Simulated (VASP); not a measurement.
# C (Fd-3m) in VASP: further runs

The runs below take C through single point, relaxation of cell and atoms, with PBE+D3(BJ), r2SCAN+rVV10, PBEsol, RPBE.

Program: VASP 6.6.1. These are calculated values, not measurements. Logs are shortened: lines on timing, memory, paths and dates and some standing lists are left out, and cuts for length are marked.

## 1. The cell of the first run

Symmetry: Fd-3m, No. 227, cubic system. The conventional cell has a = 3.557 Å, b = 3.557 Å, c = 3.557 Å, α = 90.00°, β = 90.00°, γ = 90.00°. C (site symmetry -43m) has 4 C at 1.54 Å within 2.1 Å.

## 2. Single point, PBE+D3(BJ)

INCAR

```
PREC     = Accurate       # precision mode
ENCUT    = 600            # plane-wave cutoff, eV
EDIFF    = 1E-6           # SCF threshold, eV
ISMEAR   = 0              # smearing method
SIGMA    = 0.01           # smearing width, eV
LREAL    = F              # projectors in reciprocal space
LASPH    = T              # aspherical terms in the spheres
NELM     = 120            # most SCF steps
ALGO     = Normal         # electronic algorithm
ISIF     = 2              # what is computed and relaxed
LWAVE    = F              # write WAVECAR
LCHARG   = F              # write CHGCAR
GGA      = PE             # functional
IVDW     = 12             # dispersion correction
NBANDS   = 11             # bands
GGA_COMPAT= F
```

KPOINTS

```
regular mesh
0
Gamma
  10 10 10
```

POSCAR

```
C
1.0
    0.0000000000      1.7784598484      1.7784598484
    1.7784598484      0.0000000000      1.7784598484
    1.7784598484      1.7784598484      0.0000000000
C
2
Direct
    0.5000000000      0.5000000000      0.5000000000
    0.7500000000      0.7500000000      0.7500000000
```

Potentials or basis: VASP PAW PBE potentials, release 64 (C).

On the command line:

```bash
> cat potpaw_PBE.64/C/POTCAR > POTCAR
> mpirun -np 1 vasp_std > vasp.out
```

OUTCAR:

```text
PREC = Accurate
   ENCUT = 600
   EDIFF = 1E-6
   ISMEAR = 0
   LREAL = F
   LASPH = T
   NELM = 120
   ISIF = 2
   GGA = PE
   IVDW = 12
 IVDW          = 12

 ion  position               nearest neighbor table
   1  0.500  0.500  0.500-   2 1.54   2 1.54   2 1.54   2 1.54
   2  0.750  0.750  0.750-   1 1.54   1 1.54   1 1.54   1 1.54

  LATTYP: Found a face centered cubic cell.
 ALAT       =     3.5569196968

  Lattice vectors:

 A1 = (   0.0000000000,   1.7784598484,   1.7784598484)
 A2 = (   1.7784598484,   0.0000000000,   1.7784598484)
 A3 = (   1.7784598484,   1.7784598484,   0.0000000000)

Analysis of symmetry for initial positions (statically):
=====================================================================
 Subroutine PRICEL returns:
 Original cell was already a primitive cell.

 Routine SETGRP: Setting up the symmetry group for a
 face centered cubic supercell.

 Subroutine GETGRP returns: Found 48 space group operations
 (whereof 24 operations were pure point group operations)
 out of a pool of 48 trial point group operations.

The static configuration has the point symmetry T_d .
 The point group associated with its full space group is O_h .

Analysis of symmetry for dynamics (positions and initial velocities):
=====================================================================
 Subroutine PRICEL returns:
 Original cell was already a primitive cell.

 Routine SETGRP: Setting up the symmetry group for a
 face centered cubic supercell.

 Subroutine GETGRP returns: Found 48 space group operations
 (whereof 24 operations were pure point group operations)
 out of a pool of 48 trial point group operations.

The dynamic configuration has the point symmetry T_d .
 The point group associated with its full space group is O_h .

 Subroutine INISYM returns: Found 48 space group operations
 (whereof 24 operations are pure point group operations),
 and found     1 'primitive' translations

----------------------------------------------------------------------------------------

                                     Primitive cell

  volume of cell :      11.2503

  direct lattice vectors                    reciprocal lattice vectors
     0.000000000  1.778459848  1.778459848    -0.281142136  0.281142136  0.281142136
     1.778459848  0.000000000  1.778459848     0.281142136 -0.281142136  0.281142136
     1.778459848  1.778459848  0.000000000     0.281142136  0.281142136 -0.281142136

  length of vectors
     2.515122038  2.515122038  2.515122038     0.486952463  0.486952463  0.486952463

  position of ions in fractional coordinates (direct lattice)
     0.500000000  0.500000000  0.500000000
     0.750000000  0.750000000  0.750000000

  ion indices of the primitive-cell ions
   primitive index   ion index
                 1           1
                 2           2

----------------------------------------------------------------------------------------

 KPOINTS: regular mesh

Automatic generation of k-mesh.
 Grid dimensions read from file:
 generate k-points for:   10   10   10

 Generating k-lattice:

  Cartesian coordinates                     Fractional coordinates (reciprocal lattice)
    -0.028114214  0.028114214  0.028114214     0.100000000  0.000000000  0.000000000
     0.028114214 -0.028114214  0.028114214     0.000000000  0.100000000  0.000000000
     0.028114214  0.028114214 -0.028114214     0.000000000  0.000000000  0.100000000

  Length of vectors
     0.048695246  0.048695246  0.048695246

  Shift w.r.t. Gamma in fractional coordinates (k-lattice)
     0.000000000  0.000000000  0.000000000

 Subroutine IBZKPT returns following result:
 ===========================================

 Found     47 irreducible k-points:

 Following reciprocal coordinates:
            Coordinates               Weight
  0.000000  0.000000  0.000000      1.000000
  0.100000  0.000000  0.000000      8.000000
  0.200000  0.000000  0.000000      8.000000
  0.300000  0.000000  0.000000      8.000000
  0.400000  0.000000  0.000000      8.000000
  0.500000  0.000000  0.000000      4.000000
[... 16 lines left out ...]
  0.300000  0.300000  0.000000      6.000000
  0.400000  0.300000  0.000000     24.000000
 [... further k-points ...]
   k-points           NKPTS =     47   k-points in BZ     NKDIM =     47   number of bands    NBANDS=     11
   number of dos      NEDOS =    301   number of ions     NIONS =      2
   total plane-waves  NPLWV =   8000
   dimension x,y,z NGX =    20 NGY =   20 NGZ =   20
   dimension x,y,z NGXF=    40 NGYF=   40 NGZF=   40
   ions per type =               2
   NGX,Y,Z   is equivalent  to a cutoff of  13.22, 13.22, 13.22 a.u.
   NGXF,Y,Z  is equivalent  to a cutoff of  26.44, 26.44, 26.44 a.u.
 SYSTEM =  unknown system
   PREC   = accura    normal or accurate (medium, high low for compatibility)
   ISTART =      0    job   : 0-new  1-cont  2-samecut
   ICHARG =      2    charge: 1-file 2-atom 10-const
   ISPIN  =      1    spin polarized calculation?
   LNONCOLLINEAR =      F non collinear calculations
   LSORBIT =      F    spin-orbit coupling
   LASPH  =      T    aspherical Exc in radial PAW
   ENCUT  =  600.0 eV  44.10 Ry    6.64 a.u.   5.02  5.02  5.02*2*pi/ulx,y,z
   NELM   =    120;   NELMIN=  2; NELMDL= -5     # of ELM steps
   EDIFF  = 0.1E-05   stopping-criterion for ELM
   LREAL  =      F    real-space projection
   EDIFFG = 0.1E-04   stopping-criterion for IOM
   NSW    =      0    number of steps for IOM
   IBRION =     -1    ionic relax: 0-MD 1-quasi-New 2-CG
   NFREE  =      0    steps in history (QN), initial steepest desc. (CG)
   ISIF   =      2    stress and relaxation
   ISYM   =      2    0-nonsym 1-usesym 2-fastsym
   POTIM  = 0.5000    time-step for ionic-motion
   TEBEG  =    0.0;   TEEND  =   0.0 temperature during run
   PSTRESS=    0.0 pullay stress
   NELECT =       8.0000    total number of electrons
   NUPDOWN=      -1.0000    fix difference up-down
   EMIN   =  10.00;   EMAX   =-10.00  energy-range for DOS
   EFERMI =   0.00;   METHOD = LEGACY
   ISMEAR =     0;   SIGMA  =   0.01  broadening in eV -4-tet -1-fermi 0-gaus
   EFERMI_NEDOS =   21; number of points for ismear=-14 and -15
   IALGO  =     38    algorithm
   IMIX   =      4    mixing-type and parameters
     AMIX     =   0.40;   BMIX     =  1.00
     AMIX_MAG =   1.60;   BMIX_MAG =  1.00
  volume/ion in A,a.u.               =       5.63        37.96
  Fermi-wavevector in a.u.,A,eV,Ry     =   1.461226  2.761317 29.050912  2.135182
  Thomas-Fermi vector in A             =   2.577583
   LORBIT       =      0    0 simple, 1 ext, 2 COOP (PROOUT), +10 PAW based schemes
   GGA     = PE    functional components
   LHFCALC =     F    Hartree Fock is set to
   AEXX    =    0.0000 exact exchange contribution
   IVDW    =    12    specifies the selected vdW correction
   LEPSILON=     F    determine dielectric tensor
   LRPA    =     F    only Hartree local field effects (RPA)
 non-spin polarized calculation
 Gauss-broadening in eV      SIGMA  =   0.01
  energy-cutoff  :      600.00
  volume of cell :       11.25
 maximum number of plane-waves:       388
   NGX =  9   NGY =  9   NGZ =  9

 number of electron       7.9999999 magnetization

 Free energy of the ion-electron system (eV)
  ---------------------------------------------------
  ext. energy  EPLUGINS =         0.00000000
  ---------------------------------------------------
  free energy    TOTEN  =       -18.18741719 eV

  energy without entropy =      -18.18741719  energy(sigma->0) =      -18.18741719

 E-fermi :  10.0549     XC(G=0): -13.2923

 val. band max:        9.8485820449   @ k =   0.0000   0.0000   0.0000
 cond. band min:      14.0360010240   @ k =   0.4000   0.4000   0.0000
 fundamental gap:      4.1874189791
 Fermi energy:        10.0548573930

 k-point     1 :       0.0000    0.0000    0.0000
  band No.  band energies     occupation
      1     -11.7394      2.00000
      2       9.8486      2.00000
      3       9.8486      2.00000
      4       9.8486      2.00000
      5      15.4616      0.00000
      6      15.4616      0.00000
      7      15.4616      0.00000
      8      23.3700      0.00000
      9      29.2497      0.00000
     10      36.4757      0.00000
     11      36.4757      0.00000

 k-point     2 :       0.1000    0.0000    0.0000
  band No.  band energies     occupation
      1     -11.4612      2.00000
      2       8.1620      2.00000
      3       9.3980      2.00000
      4       9.3980      2.00000
      5      16.0532      0.00000
      6      16.0532      0.00000
      7      16.4188      0.00000
      8      23.5975      0.00000
      9      29.6957      0.00000
     10      33.9314      0.00000
     11      33.9314      0.00000

 k-point     3 :       0.2000    0.0000    0.0000
  band No.  band energies     occupation
      1     -10.6310      2.00000
      2       4.9384      2.00000
      3       8.5149      2.00000
      4       8.5149      2.00000
      5      17.1923      0.00000
      6      17.1923      0.00000
      7      17.6526      0.00000
      8      24.2273      0.00000
      9      30.4618      0.00000
     10      32.4089      0.00000
     11      32.4089      0.00000
[... 267 lines left out ...]
 k-point    23 :       0.3000    0.3000    0.0000
  band No.  band energies     occupation
      1      -8.4491      2.00000
      2       3.7503      2.00000
      3       4.9226      2.00000
      4       4.9226      2.00000
      5      14.1028      0.00000
      6      18.5660      0.00000
      7      23.0302      0.00000
      8      23.0302      0.00000
      9      30.8247      0.00000
     10      32.8338      0.00000
     11      40.7093      0.00000

 k-point    24 :       0.4000    0.3000    0.0000
  band No.  band energies     occupation
      1      -7.1228      2.00000
      2       1.7627      2.00000
      3       3.8200      2.00000
      4       4.4483      2.00000
      5      14.6628      0.00000
      6      17.9002      0.00000
      7      24.0243      0.00000
      8      24.0877      0.00000
      9      31.7402      0.00000
     10      32.8720      0.00000
     11      40.7381      0.00000

 [... further k-points ...]

------------------------ aborting loop because EDIFF is reached ----------------------------------------

 Edisp (eV)   -0.38577

 E8    (eV) :    -0.1110

  FORCE on cell =-STRESS in cart. coord.  units (eV):
  Direction    XX          YY          ZZ          XY          YZ          ZX
  --------------------------------------------------------------------------------------
  -------------------------------------------------------------------------------------
  Total       0.00128     0.00128     0.00128     0.00000     0.00000     0.00000
  in kB       0.18172     0.18172     0.18172     0.00000     0.00000     0.00000
  external pressure =        0.18 kB  Pullay stress =        0.00 kB

 VOLUME and BASIS-vectors are now :
 -----------------------------------------------------------------------------
  energy-cutoff  :      600.00
  volume of cell :       11.25
      direct lattice vectors                 reciprocal lattice vectors
     0.000000000  1.778459848  1.778459848    -0.281142136  0.281142136  0.281142136
     1.778459848  0.000000000  1.778459848     0.281142136 -0.281142136  0.281142136
     1.778459848  1.778459848  0.000000000     0.281142136  0.281142136 -0.281142136

 POSITION                                       TOTAL-FORCE (eV/Angst)
 -----------------------------------------------------------------------------------
      1.77846      1.77846      1.77846        -0.000000     -0.000000     -0.000000
      2.66769      2.66769      2.66769         0.000000      0.000000      0.000000
 -----------------------------------------------------------------------------------
    total drift:                                0.000000     -0.000000      0.000000

  FREE ENERGIE OF THE ION-ELECTRON SYSTEM (eV)
  ---------------------------------------------------
  free  energy   TOTEN  =       -18.5731838360 eV

  energy  without entropy=      -18.5731838360  energy(sigma->0) =      -18.57318384
```

It used 6 s of CPU time on 1 thread of Intel(R) Xeon(R) Platinum 8375C CPU @ 2.90GHz (Ice Lake), on a shared host.

Results:

| Property | Result |
| --- | --- |
| Free energy | -18.5732 eV |
| Pressure | 0.0 GPa |
| Band gap on the k mesh | 4.19 eV (least direct gap 5.61 eV) |
| Dispersion energy per atom | -0.193 eV |

Levels at points of the mesh, in eV from the valence-band top:
```tsv
k point	band 2	band 3	band 4	band 5	band 6	band 7
(0.00, 0.00, 0.00)	0.00	0.00	0.00	5.61	5.61	5.61
(0.50, 0.00, 0.00)	-13.47	-2.82	-2.82	8.49	8.49	8.96
(0.50, 0.50, 0.00)	-12.82	-6.35	-6.35	4.78	4.78	16.93
```

## 3. Single point, r2SCAN+rVV10

POSCAR

```
C
1.0
    0.0000000000      1.7789232399      1.7789232399
    1.7789232399      0.0000000000      1.7789232399
    1.7789232399      1.7789232399      0.0000000000
C
2
Direct
    0.5000000000      0.5000000000      0.5000000000
    0.7500000000      0.7500000000      0.7500000000
```

INCAR.step1

```
SYSTEM = C
PREC = Accurate
ENCUT = 660
ISMEAR = 0
SIGMA = 0.01
LREAL = .FALSE.
LASPH = .TRUE.
NELM = 120
NBANDS = 11
GGA = PE
ALGO = Normal
EDIFF = 1E-5
LWAVE = .TRUE.
LCHARG = .FALSE.
GGA_COMPAT = .FALSE.
```

INCAR.step2

```
SYSTEM = C
PREC = Accurate
ENCUT = 660
EDIFF = 1E-6
ISMEAR = 0
SIGMA = 0.01
LREAL = .FALSE.
LASPH = .TRUE.
NELM = 120
ALGO = Normal
ISIF = 2
LWAVE = .FALSE.
LCHARG = .TRUE.
METAGGA = R2SCAN
LMIXTAU = .TRUE.
LUSE_VDW = .TRUE.
IVDW_NL = 2
BPARAM = 11.95
CPARAM = 0.0093
LELF = .TRUE.
LVHAR = .TRUE.
NBANDS = 11
ISTART = 1
GGA_COMPAT = .FALSE.
```

KPOINTS

```
regular mesh
0
G
  10 10 10
  0 0 0
```

Potentials or basis: VASP PAW PBE potentials, release 64 (C).

On the command line:

```bash
> cat potpaw_PBE.64/C/POTCAR > POTCAR
> cp INCAR.step1 INCAR
> mpirun -np 1 vasp_std > vasp.out
> cp INCAR.step2 INCAR
> mpirun -np 1 vasp_std > vasp.out
```

Run time: 67 s. Hardware: 1 thread of Intel Xeon Platinum 8375C at 2.90GHz (Ice Lake), shared host; peak memory 0.2 GiB.

It converged, with:

```yaml
Free_energy: -19.5928 eV
Pressure: 0.2 GPa
Band_gap_on_the_k_mesh: 4.35 eV (least direct gap 5.85 eV)
```

Levels at points of the mesh, in eV from the valence-band top:
| k point | band 1 | band 2 | band 3 | band 4 | band 5 | band 6 | band 7 | band 8 | band 9 |
| --- | --- | --- | --- | --- | --- | --- | --- | --- | --- |
| (0.00, 0.00, 0.00) | -22.81 | 0.00 | 0.00 | 0.00 | 5.85 | 5.85 | 5.85 | 13.99 | 20.42 |
| (0.50, 0.00, 0.00) | -16.82 | -14.15 | -3.00 | -3.00 | 8.90 | 8.90 | 9.22 | 16.73 | 23.26 |
| (0.50, 0.50, 0.00) | -13.65 | -13.65 | -6.71 | -6.71 | 4.98 | 4.98 | 17.99 | 17.99 | 24.73 |

Caveat: the PAW data sets were made with another functional, which shifts forces and pressure a little. A k mesh can miss the band edges.

## 4. Relaxation of cell and atoms, PBEsol

This run uses another cell than the first one, of 5.67 Å³/atom.

INCAR

```
PREC = Accurate
ENCUT = 600
EDIFF = 1E-7
ISMEAR = 0
SIGMA = 0.01
LREAL = F
LASPH = T
NELM = 120
ALGO = Normal
ISIF = 3
LWAVE = F
LCHARG = F
GGA = PS
IBRION = 2
NSW = 80
EDIFFG = -0.02
GGA_COMPAT = F
NELMIN = 4
```

KPOINTS

```
regular mesh
0
Gamma
  10 10 10
```

POSCAR

```
C
1.0
    0.0000000000      1.7833700000      1.7833700000
    1.7833700000      0.0000000000      1.7833700000
    1.7833700000      1.7833700000      0.0000000000
C
2
Direct
    0.5000000000      0.5000000000      0.5000000000
    0.7500000000      0.7500000000      0.7500000000
```

On the command line:

```bash
> cat potpaw_PBE.64/C/POTCAR > POTCAR
> mpirun -np 1 vasp_std > vasp.out
```

It took 15 s on 1 thread of Intel Xeon Platinum 8375C at 2.90GHz (Ice Lake), shared host; peak memory 0.11 GiB.

The run converged. Its results:

```
Free energy                           : -19.2547 eV
Relaxed volume                        : 5.62 Å³/atom
Relaxed cell                          : a = 2.514 Å, b = 2.514 Å, c = 2.514 Å, α = 60.00°, β = 60.00°, γ = 60.00°
Space group after relaxing (to 0.1 Å) : Fd-3m (No. 227)
Energy gained by relaxing             : 0.8 meV/atom
Ionic steps                           : 3
Pressure after relaxing               : 0.0 GPa
Band gap on the k mesh                : 4.06 eV (least direct gap 5.57 eV)
```

The path:
| step | energy change (eV) | largest force (eV/Å) | pressure (GPa) | volume (Å³) |
| --- | --- | --- | --- | --- |
| 1 | 0.0000 | 0.0000 | -4.40 | 11.34 |
| 2 | 0.0010 | 0.0000 | 5.82 | 11.09 |
| 3 | -0.0016 | 0.0000 | -0.01 | 11.23 |

Final structure:
```
C
1.0
     0.00000    1.77746    1.77746
     1.77746    0.00000    1.77746
     1.77746    1.77746    0.00000
C
2
Direct
  0.50000 0.50000 0.50000
  0.75000 0.75000 0.75000
```

Levels at points of the mesh, in eV from the valence-band top:
```tsv
k point	band 1	band 2	band 3	band 4	band 5	band 6	band 7	band 8
(0.00, 0.00, 0.00)	-21.66	0.00	0.00	0.00	5.57	5.57	5.57	13.60
(0.50, 0.00, 0.00)	-15.77	-13.58	-2.84	-2.84	8.43	8.43	8.97	15.58
(0.50, 0.50, 0.00)	-12.85	-12.85	-6.40	-6.40	4.62	4.62	16.93	16.93
```

Caveat: the PAW data sets were made with another functional, which shifts forces and pressure a little.

(Continued in part 2 of 2.)
